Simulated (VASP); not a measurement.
# RbBr (Fm-3m) in VASP: vibrations by perturbation theory with LDA

Aim: the vibrations by perturbation theory of RbBr with LDA.

All numbers are computed with VASP 6.6.1; they aren't measurements. Logs are shortened: lines on timing, memory, paths and dates and some standing lists are left out, and cuts for length are marked.

### 1 The cell of the first run

Symmetry: Fm-3m, No. 225, cubic system. Conventional cell: a = 6.854 Å, b = 6.854 Å, c = 6.854 Å, α = 90.00°, β = 90.00°, γ = 90.00°. Within 4.5 Å of Rb (site symmetry m-3m) lie 6 Br at 3.43 Å. Within 4.5 Å of Br (site symmetry m-3m) lie 6 Rb at 3.43 Å.

### 2 Vibrations by perturbation theory, LDA

Contents of INCAR:

```
SYSTEM = RbBr
PREC = Accurate
ENCUT = 520
EDIFF = 1E-8
ISMEAR = 0
SIGMA = 0.01
LREAL = .False.
LASPH = .True.
NELM = 100
ALGO = Normal
ISIF = 2
LWAVE = .False.
LCHARG = .False.
IBRION = 8
NSW = 1
```

Contents of KPOINTS:

```
regular mesh
0
Gamma
  4 4 4
  0 0 0
```

Contents of POSCAR:

```
RbBr
1.0
    0.0000000000      3.4270000000      3.4270000000
    3.4270000000      0.0000000000      3.4270000000
    3.4270000000      3.4270000000      0.0000000000
Rb Br
1 1
Direct
    0.0000000000      0.0000000000      0.0000000000
    0.5000000000      0.5000000000      0.5000000000
```

Potentials or basis: VASP PAW LDA potentials, release 64 (Rb_sv, Br).

Command:

```sh
$ cat potpaw_LDA.64/Rb_sv/POTCAR potpaw_LDA.64/Br/POTCAR > POTCAR
$ mpirun -np 1 vasp_std > vasp.out
```

OUTCAR:

```text
SYSTEM = RbBr
   PREC = Accurate
   ENCUT = 520
   EDIFF = 1E-8
   ISMEAR = 0
   LREAL = .False.
   LASPH = .True.
   NELM = 100
   ISIF = 2
   IBRION = 8
   NSW = 1

 ion  position               nearest neighbor table
   1  0.000  0.000  0.000-   2 3.43   2 3.43   2 3.43   2 3.43   2 3.43   2 3.43
   2  0.500  0.500  0.500-   1 3.43   1 3.43   1 3.43   1 3.43   1 3.43   1 3.43

  LATTYP: Found a face centered cubic cell.
 ALAT       =     6.8540000000

  Lattice vectors:

 A1 = (   0.0000000000,   3.4270000000,   3.4270000000)
 A2 = (   3.4270000000,   0.0000000000,   3.4270000000)
 A3 = (   3.4270000000,   3.4270000000,   0.0000000000)

Analysis of symmetry for initial positions (statically):
=====================================================================
 Subroutine PRICEL returns:
 Original cell was already a primitive cell.

 Routine SETGRP: Setting up the symmetry group for a
 face centered cubic supercell.

 Subroutine GETGRP returns: Found 48 space group operations
 (whereof 48 operations were pure point group operations)
 out of a pool of 48 trial point group operations.

The static configuration has the point symmetry O_h .

Analysis of symmetry for dynamics (positions and initial velocities):
=====================================================================
 Subroutine PRICEL returns:
 Original cell was already a primitive cell.

 Routine SETGRP: Setting up the symmetry group for a
 face centered cubic supercell.

 Subroutine GETGRP returns: Found 48 space group operations
 (whereof 48 operations were pure point group operations)
 out of a pool of 48 trial point group operations.

The dynamic configuration has the point symmetry O_h .

 Subroutine INISYM returns: Found 48 space group operations
 (whereof 48 operations are pure point group operations),
 and found     1 'primitive' translations

----------------------------------------------------------------------------------------

                                     Primitive cell

  volume of cell :      80.4956

  direct lattice vectors                    reciprocal lattice vectors
     0.000000000  3.427000000  3.427000000    -0.145900204  0.145900204  0.145900204
     3.427000000  0.000000000  3.427000000     0.145900204 -0.145900204  0.145900204
     3.427000000  3.427000000  0.000000000     0.145900204  0.145900204 -0.145900204

  length of vectors
     4.846509878  4.846509878  4.846509878     0.252706567  0.252706567  0.252706567

  position of ions in fractional coordinates (direct lattice)
     0.000000000  0.000000000  0.000000000
     0.500000000  0.500000000  0.500000000

  ion indices of the primitive-cell ions
   primitive index   ion index
                 1           1
                 2           2

----------------------------------------------------------------------------------------

 KPOINTS: regular mesh

Automatic generation of k-mesh.
 Grid dimensions read from file:
 generate k-points for:    4    4    4

 Generating k-lattice:

  Cartesian coordinates                     Fractional coordinates (reciprocal lattice)
    -0.036475051  0.036475051  0.036475051     0.250000000  0.000000000  0.000000000
     0.036475051 -0.036475051  0.036475051     0.000000000  0.250000000  0.000000000
     0.036475051  0.036475051 -0.036475051     0.000000000  0.000000000  0.250000000

  Length of vectors
     0.063176642  0.063176642  0.063176642

  Shift w.r.t. Gamma in fractional coordinates (k-lattice)
     0.000000000  0.000000000  0.000000000

 Subroutine IBZKPT returns following result:
 ===========================================

 Found      8 irreducible k-points:

 Following reciprocal coordinates:
            Coordinates               Weight
  0.000000  0.000000  0.000000      1.000000
  0.250000  0.000000  0.000000      8.000000
  0.500000  0.000000  0.000000      4.000000
  0.250000  0.250000  0.000000      6.000000
  0.500000  0.250000  0.000000     24.000000
 -0.250000  0.250000  0.000000     12.000000
  0.500000  0.500000  0.000000      3.000000
 -0.250000  0.500000  0.250000      6.000000
   k-points           NKPTS =      8   k-points in BZ     NKDIM =      8   number of bands    NBANDS=     12
   number of dos      NEDOS =    301   number of ions     NIONS =      2
   total plane-waves  NPLWV =  46656
   dimension x,y,z NGX =    36 NGY =   36 NGZ =   36
   dimension x,y,z NGXF=    72 NGYF=   72 NGZF=   72
   ions per type =               1   1
   NGX,Y,Z   is equivalent  to a cutoff of  12.35, 12.35, 12.35 a.u.
   NGXF,Y,Z  is equivalent  to a cutoff of  24.70, 24.70, 24.70 a.u.
 SYSTEM =  RbBr
   PREC   = accura    normal or accurate (medium, high low for compatibility)
   ISTART =      0    job   : 0-new  1-cont  2-samecut
   ICHARG =      2    charge: 1-file 2-atom 10-const
   ISPIN  =      1    spin polarized calculation?
   LNONCOLLINEAR =      F non collinear calculations
   LSORBIT =      F    spin-orbit coupling
   LASPH  =      T    aspherical Exc in radial PAW
   ENCUT  =  520.0 eV  38.22 Ry    6.18 a.u.   9.01  9.01  9.01*2*pi/ulx,y,z
   NELM   =    100;   NELMIN=  2; NELMDL= -5     # of ELM steps
   EDIFF  = 0.1E-07   stopping-criterion for ELM
   LREAL  =      F    real-space projection
   EDIFFG = 0.1E-06   stopping-criterion for IOM
   NSW    =      1    number of steps for IOM
   IBRION =      8    ionic relax: 0-MD 1-quasi-New 2-CG
   NFREE  =      0    steps in history (QN), initial steepest desc. (CG)
   ISIF   =      2    stress and relaxation
   ISYM   =      2    0-nonsym 1-usesym 2-fastsym
   POTIM  = 0.5000    time-step for ionic-motion
   TEBEG  =    0.0;   TEEND  =   0.0 temperature during run
   PSTRESS=    0.0 pullay stress
   NELECT =      16.0000    total number of electrons
   NUPDOWN=      -1.0000    fix difference up-down
   EMIN   =  10.00;   EMAX   =-10.00  energy-range for DOS
   EFERMI =   0.00;   METHOD = LEGACY
   ISMEAR =     0;   SIGMA  =   0.01  broadening in eV -4-tet -1-fermi 0-gaus
   EFERMI_NEDOS =   21; number of points for ismear=-14 and -15
   IALGO  =     38    algorithm
   IMIX   =      4    mixing-type and parameters
     AMIX     =   0.40;   BMIX     =  1.00
     AMIX_MAG =   1.60;   BMIX_MAG =  1.00
  volume/ion in A,a.u.               =      40.25       271.61
  Fermi-wavevector in a.u.,A,eV,Ry     =   0.955412  1.805467 12.419564  0.912812
  Thomas-Fermi vector in A             =   2.084247
   LORBIT       =      0    0 simple, 1 ext, 2 COOP (PROOUT), +10 PAW based schemes
   GGA     = CA    functional components
   LHFCALC =     F    Hartree Fock is set to
   AEXX    =    0.0000 exact exchange contribution
   IVDW    =     0    specifies the selected vdW correction
   LEPSILON=     F    determine dielectric tensor
   LRPA    =     F    only Hartree local field effects (RPA)
 non-spin polarized calculation
 Gauss-broadening in eV      SIGMA  =   0.01
  energy-cutoff  :      520.00
  volume of cell :       80.50
 maximum number of plane-waves:      2200
   NGX = 17   NGY = 17   NGZ = 17

--------------------------------------- Ionic step        1  -------------------------------------------

 number of electron      15.9999999 magnetization

 Free energy of the ion-electron system (eV)
  ---------------------------------------------------
  ext. energy  EPLUGINS =         0.00000000
  ---------------------------------------------------
  free energy    TOTEN  =        -6.69403928 eV

  energy without entropy =       -6.69403928  energy(sigma->0) =       -6.69403928

 E-fermi :  -1.8986     XC(G=0):  -7.7376

 val. band max:       -1.9547714782   @ k =   0.0000   0.0000   0.0000
 cond. band min:       2.0046482502   @ k =   0.0000   0.0000   0.0000
 fundamental gap:      3.9594197284
 Fermi energy:        -1.8986021013

 k-point     1 :       0.0000    0.0000    0.0000
  band No.  band energies     occupation
      1     -26.2260      2.00000
      2     -14.1649      2.00000
      3     -10.3685      2.00000
      4     -10.3685      2.00000
      5     -10.3685      2.00000
      6      -1.9548      2.00000
      7      -1.9548      2.00000
      8      -1.9548      2.00000
      9       2.0046      0.00000
     10       5.0726      0.00000
     11       5.0726      0.00000
     12       5.0726      0.00000
[... 93 lines left out ...]
      1     -26.2129      2.00000
      2     -14.1371      2.00000
      3     -10.5068      2.00000
      4     -10.5068      2.00000
      5     -10.3520      2.00000
      6      -2.4783      2.00000
      7      -2.3243      2.00000
      8      -2.3243      2.00000
      9       4.8261      0.00000
     10       4.8261      0.00000
     11       6.0116      0.00000
     12       6.4029      0.00000

------------------------ aborting loop because EDIFF is reached ----------------------------------------

  FORCE on cell =-STRESS in cart. coord.  units (eV):
  Direction    XX          YY          ZZ          XY          YZ          ZX
  --------------------------------------------------------------------------------------
  -------------------------------------------------------------------------------------
  Total       -0.5967164     -0.5967164     -0.5967164     -0.0000000     -0.0000000     -0.0000000
  in kB      -11.8769858    -11.8769858    -11.8769858     -0.0000000     -0.0000000     -0.0000000
  external PRESSURE =     -11.8769858 kB  Pullay stress =       0.0000000 kB

 VOLUME and BASIS-vectors are now :
 -----------------------------------------------------------------------------
  energy-cutoff  :      520.00
  volume of cell :       80.50
      direct lattice vectors                 reciprocal lattice vectors
     0.000000000  3.427000000  3.427000000    -0.145900204  0.145900204  0.145900204
     3.427000000  0.000000000  3.427000000     0.145900204 -0.145900204  0.145900204
     3.427000000  3.427000000  0.000000000     0.145900204  0.145900204 -0.145900204

 POSITION                                       TOTAL-FORCE (eV/Angst)
 -----------------------------------------------------------------------------------
      0.00000      0.00000      0.00000         0.000000      0.000000     -0.000000
      3.42700      3.42700      3.42700        -0.000000     -0.000000      0.000000
 -----------------------------------------------------------------------------------
    total drift:                                0.000000      0.000000      0.000000

  FREE ENERGIE OF THE ION-ELECTRON SYSTEM (eV)
  ---------------------------------------------------
  free  energy   TOTEN  =        -6.6940392793 eV

  energy  without entropy=       -6.6940392793  energy(sigma->0) =       -6.69403928

[... ionic steps 2 to 3 ...]

--------------------------------------- Ionic step        4  -------------------------------------------

------------------------ aborting loop because EDIFF is reached ----------------------------------------

[... ionic steps 5 to 6 ...]

--------------------------------------- Ionic step        7  -------------------------------------------

 Free energy of the ion-electron system (eV)
  ---------------------------------------------------
  ---------------------------------------------------
  free energy    TOTEN  =        -0.14552499 eV

  energy without entropy =       -0.14552499

------------------------ aborting loop because EDIFF is reached ----------------------------------------

 INTERNAL STRAIN TENSOR  FOR ION    2  DIRECTION 1   (eV/Angst):
 -----------------------------------------------------------------------------
    -0.00954 -0.00000 -0.00000
     0.00000  0.00138  0.00000
    -0.00000  0.00000  0.00138

 INTERNAL STRAIN TENSOR FOR ION    2 for displacements in x,y,z  (eV/Angst):
          X           Y           Z          XY          YZ          ZX
  --------------------------------------------------------------------------------
  x     0.00000     0.00000     0.00000     0.00000     0.00000     0.00000
  y     0.00000     0.00000     0.00000     0.00000     0.00000     0.00000
  z     0.00000     0.00000     0.00000     0.00000     0.00000     0.00000

 SECOND DERIVATIVES (NOT SYMMETRIZED)
 ------------------------------------
               1X          1Y          1Z          2X          2Y          2Z
  1X    -1.008044    0.000000    0.000000    1.008044    0.000000    0.000000
  1Y     0.000000   -1.008044    0.000000    0.000000    1.008044    0.000000
  1Z     0.000000    0.000000   -1.008044    0.000000    0.000000    1.008044
  2X     1.002061    0.000000    0.000000   -1.002061    0.000000    0.000000
  2Y     0.000000    1.002061    0.000000    0.000000   -1.002061    0.000000
  2Z     0.000000    0.000000    1.002061    0.000000    0.000000   -1.002061

 Eigenvectors and eigenvalues of the dynamical matrix
 ----------------------------------------------------

   1 f  =    2.438759 THz    15.323174 2PiTHz   81.348243 cm-1    10.085892 meV
             X         Y         Z           dx          dy          dz
      0.000000  0.000000  0.000000    -0.696178    0.000000    0.000000
      3.427000  3.427000  3.427000     0.717869    0.000000    0.000000
[... 21 lines left out ...]
   6 f/i=    0.003628 THz     0.022794 2PiTHz    0.121007 cm-1     0.015003 meV
             X         Y         Z           dx          dy          dz
      0.000000  0.000000  0.000000     0.000000   -0.375413   -0.611883
      3.427000  3.427000  3.427000     0.000000   -0.364070   -0.593395

--------------------------------------------------------------------------------------------------------

 ELASTIC MODULI CONTR FROM IONIC RELAXATION (kBar)
 Direction    XX          YY          ZZ          XY          YZ          ZX
 --------------------------------------------------------------------------------
 XX           0.0000      0.0000      0.0000      0.0000      0.0000      0.0000
 YY           0.0000      0.0000      0.0000      0.0000      0.0000      0.0000
 ZZ           0.0000      0.0000      0.0000      0.0000      0.0000      0.0000
 XY           0.0000      0.0000      0.0000      0.0000      0.0000      0.0000
 YZ           0.0000      0.0000      0.0000      0.0000      0.0000      0.0000
 ZX           0.0000      0.0000      0.0000      0.0000      0.0000      0.0000
 --------------------------------------------------------------------------------
```

Wall time 46 s (1 thread of AMD EPYC 7R13 (Zen 3), shared host); peak memory 0.19 GiB.

Results:

```
Highest phonon frequency at Γ, LO-TO splitting left out : 81 cm⁻¹
```

Phonon frequencies in cm⁻¹ (negative: imaginary):
```csv
q point,frequencies
"(0.000, 0.000, 0.000)",0 0 0 81 81 81
```

Caveat: the k points lie up to 0.40 Å⁻¹ apart; the cell wasn't relaxed at this level first, which shifts response properties.
